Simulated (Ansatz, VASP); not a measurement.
## One calculation of SiC, two programs

File INCAR:

```
PREC = Accurate
ENCUT = 600
EDIFF = 1E-6
ISMEAR = -1
SIGMA = 0.05
LREAL = False
LASPH = True
NELM = 60
ALGO = Normal
ISIF = 3
LWAVE = False
LCHARG = False
GGA = RE
IBRION = 2
NSW = 60
EDIFFG = -0.01
```

File KPOINTS:

```
regular mesh
0
Gamma
  10 10 5
```

The input POSCAR:

```
SiC
1.0
    3.0760000000      0.0000000000      0.0000000000
   -1.5380000000      2.6638941420      0.0000000000
    0.0000000000      0.0000000000      5.0480000000
Si C
2 2
Direct
    0.6666666667      0.3333333333      0.5000000000
    0.3333333333      0.6666666667      0.0000000000
    0.6666666667      0.3333333333      0.8850000000
    0.3333333333      0.6666666667      0.3850000000
```

File input.yaml:

```yaml
crystal:
  lattice:
    - [3.076, 0.0, 0.0]
    - [-1.538, 2.663894142, 0.0]
    - [0.0, 0.0, 5.048]
  atoms:
    - { symbol: Si, position: [0.6666666667, 0.3333333333, 0.5] }
    - { symbol: Si, position: [0.3333333333, 0.6666666667, 0.0] }
    - { symbol: C, position: [0.6666666667, 0.3333333333, 0.885] }
    - { symbol: C, position: [0.3333333333, 0.6666666667, 0.385] }
hamiltonian:
  xc: revpbe
  pseudopotentials: { kind: paw }
kpoints:
  mp_grid: { grid: [10, 10, 5] }
scf:
  occupations: { method: fermi_dirac, width: 0.05 }
output:
  forces: true
  stress: true
relax:
  f_tol: 0.01
  max_steps: 40
  cell: { stress_tol: 0.05 }
```

Alike in both runs: task relaxation of cell and atoms; functional revPBE; k mesh 10 × 10 × 5; occupations fermi-dirac, width 0.05 eV; no spin polarisation.

```csv
,VASP,Ansatz
version,VASP 6.6.1,Ansatz 0.2.0
potentials or method,"VASP PAW PBE potentials, release 64 (Si, C)",Ansatz PAW
plane-wave cutoff (eV),600,420
valence electrons in the cell,16,16
```

```csv
,VASP,Ansatz,Ansatz less VASP
relaxed volume (Å³/atom),10.59,10.62,+0.031
relaxed cell length with the largest relative difference (Å),3.101,3.104,+0.0030
```

VASP's potentials were made for PBE, not for revPBE.

Noted on Ansatz's run: odd divisions of the mesh miss points on the zone boundary, where band edges often lie, so the gap on the mesh can be too wide; the plane-wave basis is chosen anew once the cell has moved, so the energies of steps on either side of that aren't comparable.
